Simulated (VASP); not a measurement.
# Ce2TiN3 (Immm) in VASP: single point with PBE

Aim: the single point of Ce2TiN3 with PBE.

Everything below comes from runs of VASP 6.6.1. Logs are shortened: lines on timing, memory, paths and dates and some standing lists are left out, and cuts for length are marked.

## Step 1: The cell of the first run

The structure is orthorhombic, space group Immm (No. 71). Conventional cell: a = 3.435 Å, b = 3.740 Å, c = 12.427 Å, α = 90.00°, β = 90.00°, γ = 90.00°. Within 3.0 Å of Ce (site symmetry mm2) lie 7 N at 2.31 to 2.55 Å. Ti (site symmetry mmm) has 4 N at 1.87 to 2.06 Å within 2.5 Å. N (site symmetry mmm) has 2 Ti at 1.87 Å and 4 Ce at 2.52 Å within 2.6 Å. Within 2.8 Å of N (site symmetry mm2) lie 1 Ti at 2.06 Å and 5 Ce at 2.31 to 2.55 Å and 2 N at 2.78 Å.

## Step 2: Single point, PBE

The input, INCAR:

```
SYSTEM = Ce2TiN3
  PREC = Accurate
  ENCUT = 520
  EDIFF = 1E-7
  ISMEAR = -1
  SIGMA = 0.1
  LREAL = .FALSE.
  LASPH = .TRUE.
  NELM = 100
  ALGO = Normal
  ISIF = 2
  LWAVE = .FALSE.
  LCHARG = .TRUE.
  GGA = PE
  LELF = .TRUE.
  LVHAR = .TRUE.
  NBANDS = 63
```

The input, KPOINTS:

```
regular mesh
0
G
  5 5 5
  0 0 0
```

The input, POSCAR:

```
Ce2TiN3
1.0
   -1.8700635875     -5.1532298800      6.2137482645
   -3.7401276700      0.0000000000      0.0000001490
    1.8700635875     -1.7177432900     -6.2137482645
Ce Ti N
4 2 6
Direct
    0.6756354664      0.6487272719      0.9730900102
    0.1756354664      0.6487272719      0.4730900102
    0.8243645336      0.3512727281      0.5269099898
    0.3243645336      0.3512727281      0.0269099898
    1.0000000000      0.0000000000      0.0000000000
    0.5000000000      0.0000000000      0.5000000000
    1.0000000000      0.5000000000      0.0000000000
    0.5000000000      0.5000000000      0.5000000000
    0.5828423053      0.8343166569      0.2514756191
    0.0828423053      0.8343166569      0.7514756191
    0.9171576947      0.1656833431      0.2485243809
    0.4171576947      0.1656833431      0.7485243809
```

Potentials or basis: VASP PAW PBE potentials, release 64 (Ce, Ti_sv, N).

Run with:

```sh
$ cat potpaw_PBE.64/Ce/POTCAR potpaw_PBE.64/Ti_sv/POTCAR potpaw_PBE.64/N/POTCAR > POTCAR
$ mpirun -np 1 vasp_std > vasp.out
```

OUTCAR:

```text
SYSTEM = Ce2TiN3
   PREC = Accurate
   ENCUT = 520
   EDIFF = 1E-7
   ISMEAR = -1
   LREAL = .FALSE.
   LASPH = .TRUE.
   NELM = 100
   ISIF = 2
   GGA = PE

 ion  position               nearest neighbor table
   1  0.676  0.649  0.973-   9 2.31
   2  0.176  0.649  0.473-  10 2.31
   3  0.824  0.351  0.527-  11 2.31
   4  0.324  0.351  0.027-  12 2.31
   5  0.000  0.000  0.000-   7 1.87   7 1.87  11 2.06  10 2.06
   6  0.500  0.000  0.500-   8 1.87   8 1.87  12 2.06   9 2.06
   7  0.000  0.500  0.000-   5 1.87   5 1.87
   8  0.500  0.500  0.500-   6 1.87   6 1.87
   9  0.583  0.834  0.251-   6 2.06   1 2.31
  10  0.083  0.834  0.751-   5 2.06   2 2.31
  11  0.917  0.166  0.249-   5 2.06   3 2.31
  12  0.417  0.166  0.749-   6 2.06   4 2.31

  LATTYP: Found a base centered monoclinic cell.
 ALAT       =    12.8936121516
 B/A-ratio  =     0.2900760180
 C/A-ratio  =     0.5328974603
 COS(beta)  =    -0.2664487298

  Lattice vectors:

 A1 = (   1.8700640825,   1.7177432900,   6.2137481155)
 A2 = (  -1.8700635875,   1.7177432900,   6.2137482645)
 A3 = (   0.0000000000,  -6.8709731700,   0.0000000000)

Analysis of symmetry for initial positions (statically):
=====================================================================
 Subroutine PRICEL returns following result:

  LATTYP: Found a body centered orthorhombic cell.
 ALAT       =     3.4354865850
 B/A-ratio  =     1.0886747998
 C/A-ratio  =     3.6173904547

  Lattice vectors:

 A1 = (  -1.8700635875,  -1.7177432950,   6.2137482645)
 A2 = (   1.8700640825,   1.7177432900,   6.2137481155)
 A3 = (  -1.8700640825,   1.7177432950,  -6.2137481155)

   2 primitive cells build up your supercell.

 Routine SETGRP: Setting up the symmetry group for a
 base centered monoclinic supercell.

 Subroutine GETGRP returns: Found  4 space group operations
 (whereof  4 operations were pure point group operations)
 out of a pool of  4 trial point group operations.

The static configuration has the point symmetry C_2h.

Analysis of symmetry for dynamics (positions and initial velocities):
=====================================================================
[... 135 lines left out ...]
   NFREE  =      0    steps in history (QN), initial steepest desc. (CG)
   ISIF   =      2    stress and relaxation
   ISYM   =      2    0-nonsym 1-usesym 2-fastsym
   POTIM  = 0.5000    time-step for ionic-motion
   TEBEG  =    0.0;   TEEND  =   0.0 temperature during run
   PSTRESS=    0.0 pullay stress
   NELECT =     102.0000    total number of electrons
   NUPDOWN=      -1.0000    fix difference up-down
   EMIN   =  10.00;   EMAX   =-10.00  energy-range for DOS
   EFERMI =   0.00;   METHOD = LEGACY
   ISMEAR =    -1;   SIGMA  =   0.10  broadening in eV -4-tet -1-fermi 0-gaus
   EFERMI_NEDOS =   21; number of points for ismear=-14 and -15
   IALGO  =     38    algorithm
   IMIX   =      4    mixing-type and parameters
     AMIX     =   0.40;   BMIX     =  1.00
     AMIX_MAG =   1.60;   BMIX_MAG =  1.00
  volume/ion in A,a.u.               =      13.31        89.80
  Fermi-wavevector in a.u.,A,eV,Ry     =   1.409902  2.664328 27.045964  1.987822
  Thomas-Fermi vector in A             =   2.531910
   LORBIT       =      0    0 simple, 1 ext, 2 COOP (PROOUT), +10 PAW based schemes
   GGA     = PE    functional components
   LHFCALC =     F    Hartree Fock is set to
   AEXX    =    0.0000 exact exchange contribution
   IVDW    =     0    specifies the selected vdW correction
   LEPSILON=     F    determine dielectric tensor
   LRPA    =     F    only Hartree local field effects (RPA)
 non-spin polarized calculation
  energy-cutoff  :      520.00
  volume of cell :      159.68
 maximum number of plane-waves:      4323
 NGX is ok and might be reduce to    64
   NGX = 31   NGY = 13   NGZ = 25

 number of electron     102.0000010 magnetization

 Free energy of the ion-electron system (eV)
  ---------------------------------------------------
  ext. energy  EPLUGINS =         0.00000000
  ---------------------------------------------------
  free energy    TOTEN  =      -106.31713027 eV

  energy without entropy =     -105.93360172  energy(sigma->0) =     -106.12536599

 E-fermi :   9.6076     XC(G=0): -12.1812

 val. band max:        9.5978206716   @ k =   0.2000  -0.0000   0.2000
 cond. band min:       9.6121550146   @ k =   0.4000   0.2000   0.4000
 fundamental gap:      0.0143343430
 Fermi energy:         9.6076145879

 k-point     1 :       0.0000    0.0000    0.0000
  band No.  band energies     occupation
      1     -47.0744      2.00000
      2     -47.0692      2.00000
      3     -24.6916      2.00000
      4     -24.4889      2.00000
      5     -24.4564      2.00000
      6     -24.3914      2.00000
[... 1573 lines left out ...]
     62      10.2628      0.00285
     63      10.2723      0.00259

 [... further k-points ...]

------------------------ aborting loop because EDIFF is reached ----------------------------------------

  FORCE on cell =-STRESS in cart. coord.  units (eV):
  Direction    XX          YY          ZZ          XY          YZ          ZX
  --------------------------------------------------------------------------------------
  -------------------------------------------------------------------------------------
  Total       28.6100228      8.9361618     18.0432542      0.0000000      0.0007240     -0.0000004
  in kB      287.0585305     89.6609380    181.0369069      0.0000000      0.0072646     -0.0000042
  external PRESSURE =     185.9187918 kB  Pullay stress =       0.0000000 kB

 VOLUME and BASIS-vectors are now :
 -----------------------------------------------------------------------------
  energy-cutoff  :      520.00
  volume of cell :      159.68
      direct lattice vectors                 reciprocal lattice vectors
    -1.870063588 -5.153229880  6.213748265     0.000000002 -0.145539791  0.040233365
    -3.740127670  0.000000000  0.000000149    -0.267370555  0.000000000 -0.080466720
     1.870063588 -1.717743290 -6.213748265    -0.000000005 -0.145539791 -0.120700096

 POSITION                                       TOTAL-FORCE (eV/Angst)
 -----------------------------------------------------------------------------------
     -1.87006     -5.15322     -1.84831         0.000000      0.000002      0.018857
     -1.87006     -1.71774     -1.84831         0.000000      0.000002      0.018857
     -1.87006     -5.15324      1.84831        -0.000000     -0.000002     -0.018857
     -1.87006     -1.71775      1.84831        -0.000000     -0.000002     -0.018857
      0.00000      0.00000      0.00000         0.000000      0.000000     -0.000000
      0.00000     -3.43549      0.00000         0.000000      0.000000     -0.000000
     -1.87006      0.00000      0.00000         0.000000      0.000000     -0.000000
     -1.87006     -3.43549      0.00000         0.000000      0.000000     -0.000000
     -3.74013     -3.43549      2.05903        -0.000000      0.000038     -0.001600
     -1.87006     -1.71775     -4.15472        -0.000000      0.000038     -0.001600
     -1.87006     -5.15323      4.15472         0.000000     -0.000038      0.001600
     -0.00000     -3.43548     -2.05903         0.000000     -0.000038      0.001600
 -----------------------------------------------------------------------------------
    total drift:                               -0.000000     -0.000000      0.000000

  FREE ENERGIE OF THE ION-ELECTRON SYSTEM (eV)
  ---------------------------------------------------
  free  energy   TOTEN  =      -106.3171302670 eV

  energy  without entropy=     -105.9336017192  energy(sigma->0) =     -106.12536599
```

OSZICAR:

```text
N       E                     dE             d eps       ncg     rms          rms(c)
DAV:   1     0.132340313185E+04    0.13234E+04   -0.42566E+04  4962   0.213E+03
DAV:   2     0.273516596179E+03   -0.10499E+04   -0.99981E+03  5762   0.498E+02
DAV:   3    -0.551173516326E+02   -0.32863E+03   -0.32045E+03  7226   0.239E+02
[... 13 lines left out ...]
DAV:  60    -0.106317129853E+03   -0.10773E-06   -0.10882E-06  3276   0.300E-04    0.415E-04
DAV:  61    -0.106317129958E+03   -0.10548E-06   -0.10620E-06  3276   0.329E-04    0.430E-04
DAV:  62    -0.106317130059E+03   -0.10028E-06   -0.99351E-07  3276   0.278E-04    0.431E-04
DAV:  63    -0.106317130170E+03   -0.11139E-06   -0.11134E-06  3276   0.301E-04    0.431E-04
DAV:  64    -0.106317130267E+03   -0.97067E-07   -0.95640E-07  3276   0.272E-04
   1 F= -.10631713E+03 E0= -.10612537E+03  d E =-.383529E+00
```

Wall time 50 min (1 thread of AMD EPYC 7R43 (Zen 3), shared host); peak memory 0.45 GiB.

Results:

```yaml
Free_energy: -106.3171 eV
Pressure: 18.6 GPa
Largest_force: 0.019 eV/Å
Band_gap_on_the_k_mesh: zero (bands 51 and 52 overlap by 0.20 eV)
```

Forces in eV/Å, atoms in the order of the input:
```
Ce   0.000  0.000  0.019
Ce   0.000  0.000  0.019
Ce   0.000  0.000 -0.019
Ce   0.000  0.000 -0.019
Ti   0.000  0.000  0.000
Ti   0.000  0.000  0.000
N    0.000  0.000  0.000
N    0.000  0.000  0.000
N    0.000  0.000 -0.002
N    0.000  0.000 -0.002
N    0.000  0.000  0.002
N    0.000  0.000  0.002
```

Caveat: the stress differs along the axes, from 9 to 29 GPa; spin-orbit coupling is left out, which moves the levels of the heavy elements; the run has no spin polarisation, though such a crystal can be magnetic; semilocal functionals describe open f shells poorly, which spoils levels, moments and volumes. With open d or f shells a metallic result of PBE can be an artefact of self-interaction; +U or a hybrid may open a gap.
